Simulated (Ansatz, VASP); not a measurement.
One calculation of C, two programs

```
CELL_PARAMETERS angstrom
-1.72228 1.72228 4.31004
1.72228 -1.72228 4.31004
1.72228 1.72228 -4.31004
ATOMIC_POSITIONS crystal
C 0.50000 0.19930 0.69930
C 0.80070 0.50000 0.30070
C 0.19930 0.50000 0.69930
C 0.50000 0.80070 0.30070
```

Alike in both runs: functional PBE; k mesh 18 × 18 × 18; occupations gaussian, width 0.1 eV; no spin polarisation.

Ansatz relaxed the structure, and its values are those at the end. VASP's run is a single point on that final structure, the one shown.

|  | VASP | Ansatz |
| --- | --- | --- |
| version | VASP 6.6.1 | Ansatz 0.2.0 |
| potentials or method | VASP PAW PBE potentials, release 64 (C), cutoff 520 eV | scalar-relativistic, plane waves, PAW |
| valence electrons in the cell | 16 | 16 |

```csv
,VASP,Ansatz,Ansatz less VASP
gap on the k mesh at the Fermi level (eV),none,none,-
pressure (GPa),0.2,0.0,-0.22
rms of the force components (eV/Å),0.022,0.000,-0.0212
```

A gap of «none» marks a metal or a gap that the smearing closes.
